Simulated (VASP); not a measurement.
# Ga2O3 (Cmcm) in VASP: single point with r2SCAN

Aim: the single point of Ga2O3 with r2SCAN.

Program: VASP 6.6.1. These are calculated values, not measurements. Logs are shortened: lines on timing, memory, paths and dates and some standing lists are left out, and cuts for length are marked.

## (1) The cell of the first run

It takes space group Cmcm (No. 63, orthorhombic). Conventional cell: a = 2.773 Å, b = 9.240 Å, c = 7.197 Å, α = 90.00°, β = 90.00°, γ = 90.00°. Ga (site symmetry m2m) has 8 O at 1.94 to 2.58 Å within 2.6 Å. Ga (site symmetry 2/m) has 6 O at 1.95 to 2.05 Å within 2.6 Å. O (site symmetry m) has 5 Ga at 1.95 to 2.58 Å and 9 O at 2.50 to 2.77 Å within 2.8 Å. O (site symmetry m2m) has 4 Ga at 1.94 to 2.05 Å and 8 O at 2.68 to 2.77 Å within 2.8 Å.

## (2) Single point, r2SCAN

Input file POSCAR:

```
Ga2O3
1.0
    1.3867400383     -4.6200514969      0.0000000000
    1.3867400383      4.6200514969      0.0000000000
    0.0000000000      0.0000000000      7.1967515757
Ga O
4 6
Direct
    0.2470095454      0.7529904546      0.7500000000
    0.7529904546      0.2470095454      0.2500000000
    0.0000000000      0.0000000000      0.0000000000
    0.0000000000      0.0000000000      0.5000000000
    0.3632528224      0.6367471776      0.4239322868
    0.6367471776      0.3632528224      0.5760677132
    0.6367471776      0.3632528224      0.9239322868
    0.3632528224      0.6367471776      0.0760677132
    0.1067657341      0.8932342659      0.2500000000
    0.8932342659      0.1067657341      0.7500000000
```

Input file INCAR.step1:

```
SYSTEM = Ga2O3
ALGO     = Normal         ! electronic algorithm
EDIFF    = 1E-4           ! SCF threshold, eV
ENCUT    = 520            ! plane-wave cutoff, eV
GGA      = PE             ! functional
ISMEAR   = 0              ! smearing method
LASPH    = .TRUE.         ! aspherical terms in the spheres
LCHARG   = .FALSE.        ! write CHGCAR
LREAL    = .FALSE.        ! projectors in reciprocal space
LWAVE    = .TRUE.         ! write WAVECAR
NBANDS   = 55             ! bands
NELM     = 100            ! most SCF steps
PREC     = Accurate       ! precision mode
SIGMA    = 0.02           ! smearing width, eV
```

Input file INCAR.step2:

```
SYSTEM = Ga2O3
ALGO     = Normal         ! electronic algorithm
EDIFF    = 1E-7           ! SCF threshold, eV
ENCUT    = 520            ! plane-wave cutoff, eV
ISIF     = 2              ! what is computed and relaxed
ISMEAR   = 0              ! smearing method
ISTART   = 1            
LASPH    = .TRUE.         ! aspherical terms in the spheres
LCHARG   = .FALSE.        ! write CHGCAR
LMIXTAU  = .TRUE.       
LREAL    = .FALSE.        ! projectors in reciprocal space
LWAVE    = .FALSE.        ! write WAVECAR
METAGGA  = R2SCAN         ! meta-GGA
NBANDS   = 55             ! bands
NELM     = 100            ! most SCF steps
PREC     = Accurate       ! precision mode
SIGMA    = 0.02           ! smearing width, eV
```

Input file KPOINTS:

```
k-points
0
G
  10 10 4
  0 0 0
```

Potentials or basis: VASP PAW PBE potentials, release 64 (Ga_d, O).

On the command line:

```console
cat potpaw_PBE.64/Ga_d/POTCAR potpaw_PBE.64/O/POTCAR > POTCAR
cp INCAR.step1 INCAR
mpirun -np 1 vasp_std > vasp.out
cp INCAR.step2 INCAR
mpirun -np 1 vasp_std > vasp.out
```

OUTCAR:

```text
SYSTEM = Ga2O3
   EDIFF = 1E-7
   ENCUT = 520
   ISIF = 2
   ISMEAR = 0
   ISTART = 1
   LASPH = .TRUE.
   LREAL = .FALSE.
   METAGGA = R2SCAN
   NELM = 100
   PREC = Accurate

 ion  position               nearest neighbor table
   1  0.247  0.753  0.750-  10 1.94  10 1.94   7 2.13   6 2.13   6 2.13   7 2.13   4 2.91   3 2.91

   2  0.753  0.247  0.250-   9 1.94   9 1.94   5 2.13   5 2.13   8 2.13   8 2.13   4 2.91   3 2.91

   3  0.000  0.000  0.000-   7 1.95   8 1.95   7 1.95   8 1.95   9 2.05  10 2.05   1 2.91   2 2.91

   4  0.000  0.000  0.500-   6 1.95   5 1.95   6 1.95   5 1.95   9 2.05  10 2.05   1 2.91   2 2.91

   5  0.363  0.637  0.424-   4 1.95   4 1.95   2 2.13   2 2.13
   6  0.637  0.363  0.576-   4 1.95   4 1.95   1 2.13   1 2.13
   7  0.637  0.363  0.924-   3 1.95   3 1.95   1 2.13   1 2.13
   8  0.363  0.637  0.076-   3 1.95   3 1.95   2 2.13   2 2.13
   9  0.107  0.893  0.250-   2 1.94   2 1.94   4 2.05   3 2.05
  10  0.893  0.107  0.750-   1 1.94   1 1.94   4 2.05   3 2.05

  LATTYP: Found a base centered orthorhombic cell.
 ALAT       =     2.7734800766
 B/A-ratio  =     3.3315916245
 C/A-ratio  =     2.5948452403

  Lattice vectors:

 A1 = (   1.3867400383,  -4.6200514969,   0.0000000000)
 A2 = (   1.3867400383,   4.6200514969,   0.0000000000)
 A3 = (   0.0000000000,   0.0000000000,   7.1967515757)

Analysis of symmetry for initial positions (statically):
=====================================================================
 Subroutine PRICEL returns:
 Original cell was already a primitive cell.

 Routine SETGRP: Setting up the symmetry group for a
 base centered orthorhombic supercell.

 Subroutine GETGRP returns: Found  8 space group operations
 (whereof  4 operations were pure point group operations)
 out of a pool of  8 trial point group operations.

The static configuration has the point symmetry C_2h.
 The point group associated with its full space group is D_2h.

Analysis of symmetry for dynamics (positions and initial velocities):
=====================================================================
 Subroutine PRICEL returns:
 Original cell was already a primitive cell.

 Routine SETGRP: Setting up the symmetry group for a
 base centered orthorhombic supercell.

 Subroutine GETGRP returns: Found  8 space group operations
 (whereof  4 operations were pure point group operations)
 out of a pool of  8 trial point group operations.

[... 124 lines left out ...]
   ISYM   =      2    0-nonsym 1-usesym 2-fastsym
   POTIM  = 0.5000    time-step for ionic-motion
   TEBEG  =    0.0;   TEEND  =   0.0 temperature during run
   PSTRESS=    0.0 pullay stress
   NELECT =      88.0000    total number of electrons
   NUPDOWN=      -1.0000    fix difference up-down
   EMIN   =  10.00;   EMAX   =-10.00  energy-range for DOS
   EFERMI =   0.00;   METHOD = LEGACY
   ISMEAR =     0;   SIGMA  =   0.02  broadening in eV -4-tet -1-fermi 0-gaus
   EFERMI_NEDOS =   21; number of points for ismear=-14 and -15
   IALGO  =     38    algorithm
   IMIX   =      4    mixing-type and parameters
     AMIX     =   0.40;   BMIX     =  1.00
     AMIX_MAG =   1.60;   BMIX_MAG =  1.00
  volume/ion in A,a.u.               =       9.22        62.23
  Fermi-wavevector in a.u.,A,eV,Ry     =   1.611757  3.045779 35.344684  2.597761
  Thomas-Fermi vector in A             =   2.707096
   LORBIT       =      0    0 simple, 1 ext, 2 COOP (PROOUT), +10 PAW based schemes
   METAGGA = R2SCAN    functional components
   LHFCALC =     F    Hartree Fock is set to
   AEXX    =    0.0000 exact exchange contribution
   IVDW    =     0    specifies the selected vdW correction
   LEPSILON=     F    determine dielectric tensor
   LRPA    =     F    only Hartree local field effects (RPA)
 non-spin polarized calculation
 Gauss-broadening in eV      SIGMA  =   0.02
  energy-cutoff  :      520.00
  volume of cell :       92.22
 maximum number of plane-waves:      2509
   NGX = 17   NGY = 17   NGZ = 27

 number of electron      87.9999990 magnetization

 Free energy of the ion-electron system (eV)
  ---------------------------------------------------
  ext. energy  EPLUGINS =         0.00000000
  ---------------------------------------------------
  free energy    TOTEN  =       -99.70008844 eV

  energy without entropy =      -99.70008844  energy(sigma->0) =      -99.70008844

 E-fermi :   5.5239     XC(G=0): -13.5562

 val. band max:        5.3803189266   @ k =   0.1000   0.0000   0.0000
 cond. band min:       7.6864259073   @ k =   0.0000   0.0000   0.0000
 fundamental gap:      2.3061069807
 Fermi energy:         5.5238855336

 k-point     1 :       0.0000    0.0000    0.0000
  band No.  band energies     occupation
      1     -15.3255      2.00000
      2     -14.0650      2.00000
      3     -14.0028      2.00000
      4     -13.2669      2.00000
      5     -13.2335      2.00000
      6     -12.7004      2.00000
[... 1381 lines left out ...]
     54      17.4182      0.00000
     55      17.6546      0.00000

 [... further k-points ...]

------------------------ aborting loop because EDIFF is reached ----------------------------------------

  FORCE on cell =-STRESS in cart. coord.  units (eV):
  Direction    XX          YY          ZZ          XY          YZ          ZX
  --------------------------------------------------------------------------------------
  -------------------------------------------------------------------------------------
  Total        1.4386427      1.2074011      0.4184362      0.0000000      0.0000000      0.0000000
  in kB       24.9951162     20.9775028      7.2699508      0.0000000      0.0000000      0.0000000
  external PRESSURE =      17.7475233 kB  Pullay stress =       0.0000000 kB

 VOLUME and BASIS-vectors are now :
 -----------------------------------------------------------------------------
  energy-cutoff  :      520.00
  volume of cell :       92.22
      direct lattice vectors                 reciprocal lattice vectors
     1.386740038 -4.620051497  0.000000000     0.360557845 -0.108223902  0.000000000
     1.386740038  4.620051497  0.000000000     0.360557845  0.108223902  0.000000000
     0.000000000  0.000000000  7.196751576     0.000000000  0.000000000  0.138951580

 POSITION                                       TOTAL-FORCE (eV/Angst)
 -----------------------------------------------------------------------------------
      1.38674      2.33766      5.39756         0.000000      0.061380     -0.000000
      1.38674     -2.33766      1.79919         0.000000     -0.061380      0.000000
      0.00000      0.00000      0.00000         0.000000     -0.000000     -0.000000
      0.00000      0.00000      3.59838        -0.000000      0.000000     -0.000000
      1.38674      1.26356      3.05094         0.000000      0.083378     -0.021617
      1.38674     -1.26356      4.14582         0.000000     -0.083378      0.021617
      1.38674     -1.26356      6.64931         0.000000     -0.083378     -0.021617
      1.38674      1.26356      0.54744         0.000000      0.083378      0.021617
      1.38674      3.63353      1.79919         0.000000      0.108454     -0.000000
      1.38674     -3.63353      5.39756         0.000000     -0.108454      0.000000
 -----------------------------------------------------------------------------------
    total drift:                               -0.000000      0.000000      0.000000

  FREE ENERGIE OF THE ION-ELECTRON SYSTEM (eV)
  ---------------------------------------------------
  free  energy   TOTEN  =       -99.7000884378 eV

  energy  without entropy=      -99.7000884378  energy(sigma->0) =      -99.70008844
```

OSZICAR.step1:

```text
N       E                     dE             d eps       ncg     rms          rms(c)
DAV:   1     0.118113421625E+04    0.11811E+04   -0.39938E+04 12705   0.305E+03
DAV:   2     0.190433235329E+03   -0.99070E+03   -0.92769E+03 10422   0.810E+02
DAV:   3    -0.463710022697E+02   -0.23680E+03   -0.22939E+03 11613   0.259E+02
DAV:   4    -0.649885058109E+02   -0.18618E+02   -0.18387E+02 12769   0.782E+01
DAV:   5    -0.656550284100E+02   -0.66652E+00   -0.66496E+00 13036   0.154E+01    0.173E+01
DAV:   6    -0.566593896959E+02    0.89956E+01   -0.28039E+01 18061   0.640E+01    0.461E+00
DAV:   7    -0.567861655258E+02   -0.12678E+00   -0.29837E+00 11290   0.933E+00    0.330E+00
DAV:   8    -0.567382633379E+02    0.47902E-01   -0.55376E-01 15292   0.869E+00    0.139E+00
DAV:   9    -0.567006640671E+02    0.37599E-01   -0.16913E-01 15255   0.542E+00    0.193E-01
DAV:  10    -0.567020514471E+02   -0.13874E-02   -0.17757E-02 13209   0.963E-01    0.149E-01
DAV:  11    -0.567021990469E+02   -0.14760E-03   -0.26531E-03 13265   0.338E-01    0.259E-02
DAV:  12    -0.567021968797E+02    0.21672E-05   -0.14498E-04  7158   0.150E-01
   1 F= -.56702197E+02 E0= -.56702197E+02  d E =-.859897E-27
```

It took 51 min on 1 thread of Oxide Virtual Turin-like, shared host; peak memory 0.46 GiB.

What came out:

```yaml
Free_energy: -99.7001 eV
Pressure: 1.8 GPa
Largest_force: 0.108 eV/Å
Band_gap_on_the_k_mesh: 2.31 eV (least direct gap 2.33 eV)
```

Forces in eV/Å, atoms in the order of the input:
```
Ga   0.000  0.061  0.000
Ga   0.000 -0.061  0.000
Ga   0.000  0.000  0.000
Ga   0.000  0.000  0.000
O    0.000  0.083 -0.022
O    0.000 -0.083  0.022
O    0.000 -0.083 -0.022
O    0.000  0.083  0.022
O    0.000  0.108  0.000
O    0.000 -0.108  0.000
```

Stress tensor (GPa, compression positive):
```
2.50 0.00 0.00
0.00 2.10 0.00
0.00 0.00 0.73
```

Levels at points of the mesh, in eV from the valence-band top:
| k point | band 40 | band 41 | band 42 | band 43 | band 44 | band 45 | band 46 | band 47 | band 48 | band 49 |
| --- | --- | --- | --- | --- | --- | --- | --- | --- | --- | --- |
| (0.00, 0.00, 0.00) | -0.95 | -0.87 | -0.86 | -0.59 | -0.03 | 2.31 | 5.14 | 7.08 | 8.39 | 9.09 |
| (0.50, 0.00, 0.00) | -1.75 | -1.11 | -0.89 | -0.82 | -0.70 | 3.84 | 5.23 | 7.42 | 8.51 | 8.68 |
| (0.50, 0.50, 0.00) | -0.86 | -0.81 | -0.60 | -0.50 | -0.39 | 4.84 | 5.00 | 6.27 | 7.15 | 8.18 |
| (0.00, 0.00, 0.50) | -1.46 | -0.88 | -0.88 | -0.83 | -0.83 | 4.06 | 4.06 | 7.59 | 7.59 | 9.58 |
| (0.50, 0.00, 0.50) | -2.15 | -1.00 | -1.00 | -0.40 | -0.40 | 4.90 | 4.90 | 7.58 | 7.58 | 9.07 |
| (0.50, 0.50, 0.50) | -1.00 | -0.75 | -0.75 | -0.68 | -0.68 | 5.25 | 5.25 | 6.67 | 6.67 | 7.89 |

Caveat: the PAW data sets were made with another functional, which shifts forces and pressure a little.
